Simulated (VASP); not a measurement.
Write the native input for VASP 6.6.1 that does the following.

```yaml
Task: single point
Functional: PBE
Potentials_or_basis: VASP PAW PBE potentials, release 64 (Sn_d, O)
Cutoff: 520 eV
k_mesh: 6 × 6 × 6
Occupations: gaussian, width 0.05 eV
Spin: no spin polarisation
Dipole_correction: no
Further_INCAR_settings: ALGO = Normal; EDIFF = 1e-07; NBANDS = 64
```

The structure of SnO2 lies in POSCAR:

```
SnO2
1.0
    4.6591302402      0.0000000000      0.0000000000
    0.0000000000      5.6641178711      0.0000000000
    0.0000000000      0.0000000000      5.1601632315
Sn O
4 8
Direct
    0.5000000000      0.6651654903      0.7500000000
    0.0000000000      0.8348345097      0.2500000000
    0.5000000000      0.3348345097      0.2500000000
    0.0000000000      0.1651654903      0.7500000000
    0.7301204269      0.6070551965      0.0781681516
    0.2301204269      0.8929448035      0.9218318484
    0.7698795731      0.8929448035      0.5781681516
    0.2698795731      0.6070551965      0.4218318484
    0.7301204269      0.3929448035      0.5781681516
    0.2301204269      0.1070551965      0.4218318484
    0.7698795731      0.1070551965      0.0781681516
    0.2698795731      0.3929448035      0.9218318484
```

These files were run (other wordings do the same):

INCAR

```
PREC = Accurate
ENCUT = 520
EDIFF = 1E-7
ISMEAR = 0
SIGMA = 0.05
LREAL = False
LASPH = True
NELM = 100
ALGO = Normal
ISIF = 2
LWAVE = False
LCHARG = False
GGA = PE
NBANDS = 64
```

KPOINTS

```
Automatic mesh
0
Gamma
  6 6 6
```

Potentials or basis: VASP PAW PBE potentials, release 64 (Sn_d, O).

Command:

```bash
$ cat potpaw_PBE.64/Sn_d/POTCAR potpaw_PBE.64/O/POTCAR > POTCAR
$ mpirun -np 1 vasp_std > vasp.out
```

Results of the run:

```
Pressure               : 19.5 GPa
Largest force          : 0.302 eV/Å
Band gap on the k mesh : 1.93 eV (least direct gap 1.93 eV)
```

Caveat: the cell stands under pressure; spin-orbit coupling is left out, which moves the levels of the heavy elements.

It took 8.3 min on 1 thread of Intel(R) Xeon(R) Platinum 8488C (Sapphire Rapids), with other jobs on the host, peak memory 0.49 GiB.
